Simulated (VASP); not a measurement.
Set up this calculation in VASP 6.6.1, as the native input.

- Task: single point
- Functional: LDA
- Potentials or basis: VASP PAW LDA potentials, release 64 (Be, N)
- Cutoff: 520 eV
- k mesh: 6 × 4 × 1
- Occupations: gaussian, width 0.1 eV
- Spin: no spin polarisation
- Dipole correction: yes
- Further INCAR settings: LREAL = Auto; ALGO = Normal; EDIFF = 1e-07; NBANDS = 44

The structure of Be24N lies in POSCAR:

```
Be24N
1.0
    4.4524297775      0.0000000000      0.0000000000
    0.0000000000      7.0331519566      0.0000000000
    0.0000000000      0.0000000000     19.7998741761
Be N
24 1
Direct
    0.0000000000      0.3750000000      0.2020214858
    0.0000000000      0.8750000000      0.2020214858
    0.5000000000      0.3750000000      0.2020214858
    0.5000000000      0.8750000000      0.2020214858
    0.2500000000      0.1250000000      0.2344789084
    0.2500000000      0.6250000000      0.2344789084
    0.7500000000      0.1250000000      0.2344789084
    0.7500000000      0.6250000000      0.2344789084
    0.2500000000      0.3750000000      0.2993937535
    0.2500000000      0.8750000000      0.2993937535
    0.7500000000      0.3750000000      0.2993937535
    0.7500000000      0.8750000000      0.2993937535
    0.0000000000      0.1250000000      0.3261495638
    0.0000000000      0.6250000000      0.3261495638
    0.5000000000      0.1250000000      0.3261495638
    0.5000000000      0.6250000000      0.3261495638
    0.0000000000      0.3750000000      0.3969669031
    0.0000000000      0.8750000000      0.3969669031
    0.5000000000      0.3750000000      0.3969669031
    0.5000000000      0.8750000000      0.3969669031
    0.2500000000      0.1250000000      0.4191882283
    0.2500000000      0.6250000000      0.4191882283
    0.7500000000      0.1250000000      0.4191882283
    0.7500000000      0.6250000000      0.4191882283
    0.5000000000      0.3750000000      0.4717057125
```

These files were run (other wordings do the same):

INCAR

```
SYSTEM = Be24N
PREC = Accurate
ENCUT = 520
EDIFF = 1E-7
ISMEAR = 0
SIGMA = 0.1
LREAL = Auto
LASPH = .True.
NELM = 60
ALGO = Normal
ISIF = 2
LWAVE = .False.
LCHARG = .True.
LDIPOL = .True.
IDIPOL = 3
DIPOL = 0.5 0.5 0.319
GGA = CA
LELF = .True.
LVHAR = .True.
LVACPOTAV = .True.
NBANDS = 44
```

KPOINTS

```
Automatic mesh
0
Gamma
  6 4 1
  0 0 0
```

Potentials or basis: VASP PAW LDA potentials, release 64 (Be, N).

Command:

```sh
$ cat potpaw_LDA.64/Be/POTCAR potpaw_LDA.64/N/POTCAR > POTCAR
$ mpirun -np 1 vasp_std > vasp.out
```

It gave:

The largest force is 2.350 eV/Å and the band gap on the k mesh is zero (an odd number of electrons rules out a gap without spin polarisation).

Run time: 23 min on 1 thread of Intel Xeon 8259CL (shared host), peak memory 0.58 GiB.
